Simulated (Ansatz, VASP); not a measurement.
**BeAg in VASP and in Ansatz**

```
CELL_PARAMETERS angstrom
0.00000 2.65245 2.65245
2.65245 0.00000 2.65245
2.65245 2.65245 0.00000
ATOMIC_POSITIONS crystal
Be 0.00000 0.00000 0.00000
Ag 0.75000 0.75000 0.75000
```

Alike in both runs: functional PBE; k mesh 6 × 6 × 6; occupations gaussian, width 0.1 eV; no spin polarisation.

Ansatz relaxed the structure, and its values are those at the end. VASP's run is a single point on that final structure, the one shown.

|  | VASP | Ansatz |
| --- | --- | --- |
| version | VASP 6.6.1 | Ansatz 0.2.0 |
| potentials or method | VASP PAW PBE potentials, release 64 (Be, Ag), cutoff 520 eV | scalar-relativistic, plane waves, PAW |
| valence electrons in the cell | 13 | 21 |

|  | VASP | Ansatz | Ansatz less VASP |
| --- | --- | --- | --- |
| gap on the k mesh at the Fermi level (eV) | none | none | - |
| pressure (GPa) | 0.1 | 0.0 | -0.04 |

A gap of «none» marks a metal or a gap that the smearing closes. With one functional, cell and mesh, what is left measures potentials, basis and numerics. VASP's potentials hold 13 valence electrons a cell and Ansatz's 21, so a difference there can come from the potentials and not from the codes.
